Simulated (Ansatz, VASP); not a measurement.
# Two plane-wave programs on Si4Ru

```xyz
5
Lattice="3.9800 0.0000 0.0000 -1.9900 3.4467 0.0000 0.0000 0.0000 6.8141" Properties=species:S:1:pos:R:3 pbc="T T T"
Si    0.0000    2.2978    0.6912
Si    0.0000    2.2978    3.0652
Si    1.9900    1.1489    6.1229
Si    1.9900    1.1489    3.7490
Ru    0.0000    0.0000    0.0000
```

Alike in both runs: functional PBE; k mesh 5 × 5 × 3; occupations gaussian, width 0.2 eV; no spin polarisation.

Ansatz relaxed the structure, and its values are those at the end. VASP's run is a single point on that final structure, the one shown.

```csv
,VASP,Ansatz
version,VASP 6.6.1,Ansatz 0.2.0
potentials or method,"VASP PAW PBE potentials, release 64 (Si, Ru_pv), cutoff 500 eV","scalar-relativistic, plane waves, PAW"
valence electrons in the cell,30,32
```

VASP gave:

```
gap on the k mesh at the Fermi level (eV) : none
pressure (GPa)                            : -0.1
rms of the force components (eV/Å)        : 0.013
```

Task: Which values does Ansatz return?

Result: gap on the k mesh at the Fermi level (eV): none; pressure (GPa): 0.0; rms of the force components (eV/Å): 0.011.

A gap of «none» marks a metal or a gap that the smearing closes. VASP's potentials hold 30 valence electrons a cell and Ansatz's 32, so a difference there can come from the potentials and not from the codes.

The k mesh is coarse, so the values compare programs but aren't converged.
